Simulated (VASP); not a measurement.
# Al (I4/mmm) in VASP: notebook

The runs below take Al through single point, with r2SCAN.

Program: VASP 6.6.1. These are calculated values, not measurements. Logs are shortened: lines on timing, memory, paths and dates and some standing lists are left out, and cuts for length are marked.

### 1 The cell of the first run

It takes space group I4/mmm (No. 139, tetragonal). Conventional cell: a = 3.262 Å, b = 3.262 Å, c = 3.023 Å, α = 90.00°, β = 90.00°, γ = 90.00°. Within 3.6 Å of Al (site symmetry 4/mmm) lie 14 Al at 2.76 to 3.26 Å.

### 2 Single point, r2SCAN (strain +0.025 along x and y, -0.050 along z)

Contents of POSCAR:

```
Al
1.0
   -1.6309991572      1.6309991572      1.5116577555
    1.6309991572     -1.6309991572      1.5116577555
    1.6309991572      1.6309991572     -1.5116577555
Al
1
Direct
    0.0000000000      0.0000000000      0.0000000000
```

Contents of INCAR.step1:

```
PREC     = Accurate       # precision mode
ENCUT    = 520            # plane-wave cutoff, eV
ISMEAR   = 0              # smearing method
SIGMA    = 0.15           # smearing width, eV
LREAL    = False          # projectors in reciprocal space
LASPH    = True           # aspherical terms in the spheres
NELM     = 80             # most SCF steps
NBANDS   = 8              # bands
GGA      = PE             # functional
ALGO     = Normal         # electronic algorithm
EDIFF    = 1E-4           # SCF threshold, eV
LWAVE    = True           # write WAVECAR
LCHARG   = False          # write CHGCAR
```

Contents of INCAR.step2:

```
PREC     = Accurate       # precision mode
ENCUT    = 520            # plane-wave cutoff, eV
EDIFF    = 1E-6           # SCF threshold, eV
ISMEAR   = 0              # smearing method
SIGMA    = 0.15           # smearing width, eV
LREAL    = False          # projectors in reciprocal space
LASPH    = True           # aspherical terms in the spheres
NELM     = 80             # most SCF steps
ALGO     = Normal         # electronic algorithm
ISIF     = 2              # what is computed and relaxed
LWAVE    = False          # write WAVECAR
LCHARG   = False          # write CHGCAR
METAGGA  = R2SCAN         # meta-GGA
LMIXTAU  = True         
NBANDS   = 8              # bands
ISTART   = 1
```

Contents of KPOINTS:

```
regular mesh
0
Gamma
  20 20 20
```

Potentials or basis: VASP PAW PBE potentials, release 64 (Al).

Launch:

```
$ cat potpaw_PBE.64/Al/POTCAR > POTCAR
$ cp INCAR.step1 INCAR
$ mpirun -np 1 vasp_std > vasp.out
$ cp INCAR.step2 INCAR
$ mpirun -np 1 vasp_std > vasp.out
```

OUTCAR:

```text
PREC = Accurate
   ENCUT = 520
   EDIFF = 1E-6
   ISMEAR = 0
   LREAL = False
   LASPH = True
   NELM = 80
   ISIF = 2
   METAGGA = R2SCAN
   ISTART = 1

 ion  position               nearest neighbor table
   1  0.000  0.000  0.000-

  LATTYP: Found a body centered tetragonal cell.
 ALAT       =     3.2619983144
 C/A-ratio  =     0.9268292683

  Lattice vectors:

 A1 = (  -1.6309991572,   1.6309991572,   1.5116577555)
 A2 = (   1.6309991572,  -1.6309991572,   1.5116577555)
 A3 = (   1.6309991572,   1.6309991572,  -1.5116577555)

Analysis of symmetry for initial positions (statically):
=====================================================================
 Subroutine PRICEL returns:
 Original cell was already a primitive cell.

 Routine SETGRP: Setting up the symmetry group for a
 body centered tetragonal supercell.

 Subroutine GETGRP returns: Found 16 space group operations
 (whereof 16 operations were pure point group operations)
 out of a pool of 16 trial point group operations.

The static configuration has the point symmetry D_4h.

Analysis of symmetry for dynamics (positions and initial velocities):
=====================================================================
 Subroutine PRICEL returns:
 Original cell was already a primitive cell.

 Routine SETGRP: Setting up the symmetry group for a
 body centered tetragonal supercell.

 Subroutine GETGRP returns: Found 16 space group operations
 (whereof 16 operations were pure point group operations)
 out of a pool of 16 trial point group operations.

The dynamic configuration has the point symmetry D_4h.

 Subroutine INISYM returns: Found 16 space group operations
 (whereof 16 operations are pure point group operations),
 and found     1 'primitive' translations

----------------------------------------------------------------------------------------

                                     Primitive cell

  volume of cell :      16.0850

  direct lattice vectors                    reciprocal lattice vectors
    -1.630999157  1.630999157  1.511657755     0.000000000  0.306560551  0.330762700
     1.630999157 -1.630999157  1.511657755     0.306560551  0.000000000  0.330762700
     1.630999157  1.630999157 -1.511657755     0.306560551  0.306560551  0.000000000

  length of vectors
     2.757793624  2.757793624  2.757793624     0.450980415  0.450980415  0.433542089

  position of ions in fractional coordinates (direct lattice)
     0.000000000  0.000000000  0.000000000

  ion indices of the primitive-cell ions
   primitive index   ion index
                 1           1

----------------------------------------------------------------------------------------

 KPOINTS: regular mesh

Automatic generation of k-mesh.
 Grid dimensions read from file:
 generate k-points for:   20   20   20

 Generating k-lattice:

  Cartesian coordinates                     Fractional coordinates (reciprocal lattice)
     0.000000000  0.015328028  0.016538135     0.050000000 -0.000000000  0.000000000
     0.015328028  0.000000000  0.016538135    -0.000000000  0.050000000  0.000000000
     0.015328028  0.015328028  0.000000000     0.000000000  0.000000000  0.050000000

  Length of vectors
     0.022549021  0.022549021  0.021677104

  Shift w.r.t. Gamma in fractional coordinates (k-lattice)
     0.000000000  0.000000000  0.000000000

 Subroutine IBZKPT returns following result:
 ===========================================

 Found    641 irreducible k-points:

 Following reciprocal coordinates:
            Coordinates               Weight
  0.000000  0.000000  0.000000      1.000000
  0.050000  0.000000 -0.000000      8.000000
  0.100000  0.000000 -0.000000      8.000000
  0.150000  0.000000 -0.000000      8.000000
  0.200000  0.000000 -0.000000      8.000000
  0.250000  0.000000 -0.000000      8.000000
[... 16 lines left out ...]
 -0.400000  0.050000  0.000000     16.000000
 -0.350000  0.050000  0.000000     16.000000
 [... further k-points ...]
   k-points           NKPTS =    641   k-points in BZ     NKDIM =    641   number of bands    NBANDS=      8
   number of dos      NEDOS =    301   number of ions     NIONS =      1
   total plane-waves  NPLWV =  13824
   dimension x,y,z NGX =    24 NGY =   24 NGZ =   24
   dimension x,y,z NGXF=    48 NGYF=   48 NGZF=   48
   ions per type =               1
   NGX,Y,Z   is equivalent  to a cutoff of  14.47, 14.47, 14.47 a.u.
   NGXF,Y,Z  is equivalent  to a cutoff of  28.94, 28.94, 28.94 a.u.
 SYSTEM =  unknown system
   PREC   = accura    normal or accurate (medium, high low for compatibility)
   ISTART =      1    job   : 0-new  1-cont  2-samecut
   ICHARG =      0    charge: 1-file 2-atom 10-const
   ISPIN  =      1    spin polarized calculation?
   LNONCOLLINEAR =      F non collinear calculations
   LSORBIT =      F    spin-orbit coupling
   LASPH  =      T    aspherical Exc in radial PAW
   ENCUT  =  520.0 eV  38.22 Ry    6.18 a.u.   5.13  5.13  5.13*2*pi/ulx,y,z
   NELM   =     80;   NELMIN=  2; NELMDL=  0     # of ELM steps
   EDIFF  = 0.1E-05   stopping-criterion for ELM
   LREAL  =      F    real-space projection
   EDIFFG = 0.1E-04   stopping-criterion for IOM
   NSW    =      0    number of steps for IOM
   IBRION =     -1    ionic relax: 0-MD 1-quasi-New 2-CG
   NFREE  =      0    steps in history (QN), initial steepest desc. (CG)
   ISIF   =      2    stress and relaxation
   ISYM   =      2    0-nonsym 1-usesym 2-fastsym
   POTIM  = 0.5000    time-step for ionic-motion
   TEBEG  =    0.0;   TEEND  =   0.0 temperature during run
   PSTRESS=    0.0 pullay stress
   NELECT =       3.0000    total number of electrons
   NUPDOWN=      -1.0000    fix difference up-down
   EMIN   =  10.00;   EMAX   =-10.00  energy-range for DOS
   EFERMI =   0.00;   METHOD = LEGACY
   ISMEAR =     0;   SIGMA  =   0.15  broadening in eV -4-tet -1-fermi 0-gaus
   EFERMI_NEDOS =   21; number of points for ismear=-14 and -15
   IALGO  =     38    algorithm
   IMIX   =      4    mixing-type and parameters
     AMIX     =   0.40;   BMIX     =  1.00
     AMIX_MAG =   1.60;   BMIX_MAG =  1.00
  volume/ion in A,a.u.               =      16.08       108.55
  Fermi-wavevector in a.u.,A,eV,Ry     =   0.935352  1.767558 11.903503  0.874883
  Thomas-Fermi vector in A             =   2.062250
   LORBIT       =      0    0 simple, 1 ext, 2 COOP (PROOUT), +10 PAW based schemes
   METAGGA = R2SCAN    functional components
   LHFCALC =     F    Hartree Fock is set to
   AEXX    =    0.0000 exact exchange contribution
   IVDW    =     0    specifies the selected vdW correction
   LEPSILON=     F    determine dielectric tensor
   LRPA    =     F    only Hartree local field effects (RPA)
 non-spin polarized calculation
 Gauss-broadening in eV      SIGMA  =   0.15
  energy-cutoff  :      520.00
  volume of cell :       16.08
 maximum number of plane-waves:       446
 NGX is ok and might be reduce to    24
   NGX = 11   NGY = 11   NGZ = 11

 number of electron       3.0000000 magnetization

 Free energy of the ion-electron system (eV)
  ---------------------------------------------------
  ext. energy  EPLUGINS =         0.00000000
  ---------------------------------------------------
  free energy    TOTEN  =        -6.63324586 eV

  energy without entropy =       -6.62945881  energy(sigma->0) =       -6.63135233

 E-fermi :   8.3018     XC(G=0): -11.0155

 val. band max:        8.2973367081   @ k =   0.3000   0.3000   0.1500
 cond. band min:       8.3181549953   @ k =  -0.3500   0.3500   0.0000
 fundamental gap:      0.0208182872
 Fermi energy:         8.3018429352

 k-point     1 :       0.0000    0.0000    0.0000
  band No.  band energies     occupation
      1      -3.7427      2.00000
      2      21.2496      0.00000
      3      23.2481      0.00000
      4      23.2481      0.00000
      5      23.9728      0.00000
      6      23.9728      0.00000
      7      24.5761      0.00000
      8      25.3133      0.00000

 k-point     2 :       0.0500    0.0000   -0.0000
  band No.  band energies     occupation
      1      -3.6626      2.00000
      2      20.8423      0.00000
      3      22.2465      0.00000
      4      22.7196      0.00000
      5      23.3234      0.00000
      6      24.6292      0.00000
      7      24.8868      0.00000
      8      25.6134      0.00000

 k-point     3 :       0.1000    0.0000   -0.0000
  band No.  band energies     occupation
      1      -3.4227      2.00000
      2      20.0462      0.00000
      3      20.2050      0.00000
      4      21.7696      0.00000
      5      22.3700      0.00000
      6      24.6917      0.00000
      7      25.6992      0.00000
      8      25.8740      0.00000

 k-point     4 :       0.1500    0.0000   -0.0000
  band No.  band energies     occupation
      1      -3.0238      2.00000
      2      17.9134      0.00000
      3      19.2269      0.00000
      4      20.7507      0.00000
      5      21.5005      0.00000
      6      23.8246      0.00000
      7      26.2943      0.00000
      8      27.0521      0.00000

 k-point     5 :       0.2000    0.0000   -0.0000
  band No.  band energies     occupation
      1      -2.4672      2.00000
      2      15.6230      0.00000
      3      18.4867      0.00000
      4      19.7919      0.00000
      5      20.7188      0.00000
      6      23.0229      0.00000
      7      26.8039      0.00000
      8      27.7810      0.00000
[... 177 lines left out ...]
 k-point    22 :      -0.4500    0.0500    0.0000
  band No.  band energies     occupation
      1       1.9197      2.00000
      2       6.7013      2.00000
      3      15.4114      0.00000
      4      17.2418      0.00000
      5      19.0548      0.00000
      6      21.4893      0.00000
      7      30.3299      0.00000
      8      31.7151      0.00000

 k-point    23 :      -0.4000    0.0500    0.0000
  band No.  band energies     occupation
      1       0.6991      2.00000
      2       8.4890      0.07766
      3      15.6004      0.00000
      4      17.6114      0.00000
      5      19.2661      0.00000
      6      21.8427      0.00000
      7      29.8355      0.00000
      8      30.5215      0.00000

 k-point    24 :      -0.3500    0.0500    0.0000
  band No.  band energies     occupation
      1      -0.3831      2.00000
      2      10.4142      0.00000
      3      15.9285      0.00000
      4      18.1135      0.00000
      5      19.6145      0.00000
      6      22.3204      0.00000
      7      29.0787      0.00000
      8      29.4859      0.00000

 [... further k-points ...]
[... 5 lines left out ...]
  --------------------------------------------------------------------------------------
  -------------------------------------------------------------------------------------
  Total        0.0934504      0.0934504     -0.1009125      0.0000000      0.0000000      0.0000000
  in kB        9.3083104      9.3083104    -10.0515830      0.0000000      0.0000000      0.0000000
  external PRESSURE =       2.8550126 kB  Pullay stress =       0.0000000 kB

 VOLUME and BASIS-vectors are now :
 -----------------------------------------------------------------------------
  energy-cutoff  :      520.00
  volume of cell :       16.08
      direct lattice vectors                 reciprocal lattice vectors
    -1.630999157  1.630999157  1.511657755     0.000000000  0.306560551  0.330762700
     1.630999157 -1.630999157  1.511657755     0.306560551  0.000000000  0.330762700
     1.630999157  1.630999157 -1.511657755     0.306560551  0.306560551  0.000000000

 POSITION                                       TOTAL-FORCE (eV/Angst)
 -----------------------------------------------------------------------------------
      0.00000      0.00000      0.00000         0.000000      0.000000      0.000000
 -----------------------------------------------------------------------------------
    total drift:                                0.000000      0.000000      0.000000

  FREE ENERGIE OF THE ION-ELECTRON SYSTEM (eV)
  ---------------------------------------------------
  free  energy   TOTEN  =        -6.6332458596 eV

  energy  without entropy=       -6.6294588098  energy(sigma->0) =       -6.63135233
```

Wall time 2.5 min (1 thread of Intel Xeon 6975P-C, shared host); peak memory 0.19 GiB.

Results:

| Item | Value |
| --- | --- |
| Free energy | -6.6332 eV |
| Pressure | 0.3 GPa |

Caveat: the cell differs from its parent crystal (strain +0.025 along x and y, -0.050 along z); the PAW data sets were made with another functional, which shifts forces and pressure a little.

### 3 Single point, r2SCAN (strain +0.050 along x and y, -0.050 along z)

Contents of POSCAR:

```
Al
1.0
   -1.6707796245      1.6707796245      1.5116577555
    1.6707796245     -1.6707796245      1.5116577555
    1.6707796245      1.6707796245     -1.5116577555
Al
1
Direct
    0.0000000000      0.0000000000      0.0000000000
```

INCAR.step1: that of step 2 with these lines changed.

```diff
@@ -6,3 +6,3 @@
 LASPH    = True           # aspherical terms in the spheres
-NELM     = 80             # most SCF steps
+NELM     = 60             # most SCF steps
 NBANDS   = 8              # bands
```

INCAR.step2: that of step 2 with these lines changed.

```diff
@@ -2,3 +2,3 @@
 ENCUT    = 520            # plane-wave cutoff, eV
-EDIFF    = 1E-6           # SCF threshold, eV
+EDIFF    = 1E-7           # SCF threshold, eV
 ISMEAR   = 0              # smearing method
@@ -7,3 +7,3 @@
 LASPH    = True           # aspherical terms in the spheres
-NELM     = 80             # most SCF steps
+NELM     = 60             # most SCF steps
 ALGO     = Normal         # electronic algorithm
```

Contents of KPOINTS:

```
Automatic mesh
0
Gamma
  20 20 20
```

Potentials or basis: VASP PAW PBE potentials, release 64 (Al).

Launch:

```
$ cat potpaw_PBE.64/Al/POTCAR > POTCAR
$ cp INCAR.step1 INCAR
$ mpirun -np 1 vasp_std > vasp.out
$ cp INCAR.step2 INCAR
$ mpirun -np 1 vasp_std > vasp.out
```

It took 2.8 min on 1 thread of Intel Xeon 6975P-C, shared host; peak memory 0.19 GiB.

The run converged. Its results:

* Free energy: -6.6289 eV
* Pressure: -3.4 GPa

Stress tensor (GPa, compression positive):
```
-2.44  0.00  0.00
 0.00 -2.44  0.00
 0.00  0.00 -5.18
```

Levels at points of the mesh, in eV from the Fermi level:
```
           k point  band 1  band 2  band 3  band 4  band 5  band 6
(0.00, 0.00, 0.00)  -11.69   12.34   14.71   14.71   14.91   14.91
(0.50, 0.00, 0.00)   -4.41   -3.60    7.97    8.08    9.67   11.73
(0.50, 0.50, 0.00)   -4.95   -4.60   10.16   10.28   12.32   12.77
(0.50, 0.50, 0.50)    1.04    1.04    2.47    2.87    4.09    7.02
```

Caveat: the cell differs from its parent crystal (strain +0.050 along x and y, -0.050 along z); the PAW data sets were made with another functional, which shifts forces and pressure a little.

### 4 Single point, r2SCAN (strain +0.050 along x and y, -0.025 along z)

Contents of POSCAR:

```
Al
1.0
   -1.6707796245      1.6707796245      1.5514382228
    1.6707796245     -1.6707796245      1.5514382228
    1.6707796245      1.6707796245     -1.5514382228
Al
1
Direct
    0.0000000000      0.0000000000      0.0000000000
```

Contents of INCAR.step1:

```
PREC = Accurate
ENCUT = 520
ISMEAR = 0
SIGMA = 0.15
LREAL = F
LASPH = T
NELM = 100
NBANDS = 8
GGA = PE
ALGO = Normal
EDIFF = 1E-4
LWAVE = T
LCHARG = F
```

Contents of INCAR.step2:

```
PREC = Accurate
ENCUT = 520
EDIFF = 1E-6
ISMEAR = 0
SIGMA = 0.15
LREAL = F
LASPH = T
NELM = 100
ALGO = Normal
ISIF = 2
LWAVE = F
LCHARG = F
METAGGA = R2SCAN
LMIXTAU = T
NBANDS = 8
ISTART = 1
```

KPOINTS is that of step 3.

Launch:

```
$ cat potpaw_PBE.64/Al/POTCAR > POTCAR
$ cp INCAR.step1 INCAR
$ mpirun -np 1 vasp_std > vasp.out
$ cp INCAR.step2 INCAR
$ mpirun -np 1 vasp_std > vasp.out
```

Run time: 2.1 min. Hardware: 1 thread of Intel Xeon 6975P-C, shared host; peak memory 0.2 GiB.

It converged, with:

```yaml
Free_energy: -6.6129 eV
Pressure: -5.1 GPa
```

Stress tensor (GPa, compression positive):
```
-4.46  0.00  0.00
 0.00 -4.46  0.00
 0.00  0.00 -6.29
```

Levels at points of the mesh, in eV from the Fermi level:
```tsv
k point	band 1	band 2	band 3	band 4
(0.00, 0.00, 0.00)	-11.51	12.60	14.45	14.45
(0.50, 0.00, 0.00)	-4.37	-3.68	8.02	8.09
(0.50, 0.50, 0.00)	-4.76	-4.40	9.51	9.75
(0.50, 0.50, 0.50)	1.25	1.25	2.66	3.03
```

Caveat: the cell differs from its parent crystal (strain +0.050 along x and y, -0.025 along z); the PAW data sets were made with another functional, which shifts forces and pressure a little.

### 5 Overview

```tsv
cell	gap on the mesh (eV)	pressure (GPa)
a = 2.758 Å, angles 107.5, 107.5, 113.5°, 1 atom	none	0.3
a = 2.805 Å, angles 106.9, 106.9, 114.8°, 1 atom	none	-3.4
a = 2.827 Å, angles 107.5, 107.5, 113.4°, 1 atom	none	-5.1
```

Alike in all rows: task single point; level r2SCAN; potentials or basis VASP PAW PBE potentials, release 64 (Al); no spin polarisation; k mesh 20 × 20 × 20; cutoff (eV) 520; smearing gaussian 0.15 eV.

Caveats: the PAW data sets were made with another functional, which shifts forces and pressure a little.

Absolute energies hang on the potentials; compare differences alone.
